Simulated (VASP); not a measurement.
**Nb: single point with PBE+D3(BJ)**

The system is Nb.

```xyz
1
Lattice="-1.6334 1.6334 1.6334 1.6334 -1.6334 1.6334 1.6334 1.6334 -1.6334" Properties=species:S:1:pos:R:3 pbc="T T T"
Nb    0.0000    0.0000    0.0000
```

```
Program                : VASP 6.6.1
Task                   : single point
Functional             : PBE
Dispersion             : D3(BJ)
Potentials or basis    : VASP PAW PBE potentials, release 64 (Nb_sv)
Cutoff                 : 520 eV
k mesh                 : 18 × 18 × 18
Occupations            : gaussian, width 0.1 eV
Spin                   : no spin polarisation
Dipole correction      : no
Further INCAR settings : ALGO = Normal; EDIFF = 1e-06; NBANDS = 12
```

The pressure is -0.3 GPa. The dispersion energy per atom is -0.761 eV.

Levels at points of the mesh, in eV from the Fermi level:
```
           k point  band 4  band 5  band 6  band 7  band 8  band 9
(0.00, 0.00, 0.00)  -29.54   -5.99    0.37    0.37    0.37    3.39
(0.50, 0.00, 0.00)  -29.56   -3.85   -1.75    2.46    3.44    4.15
(0.50, 0.50, 0.50)  -30.56   -3.90   -3.90    5.84    5.84    5.84
```

Wall time 19 s on 1 thread of Intel(R) Xeon(R) Platinum 8488C (Sapphire Rapids), with other jobs on the host, peak memory 0.17 GiB.

Caveat: pairwise dispersion overbinds metals, which lowers pressure and volume.
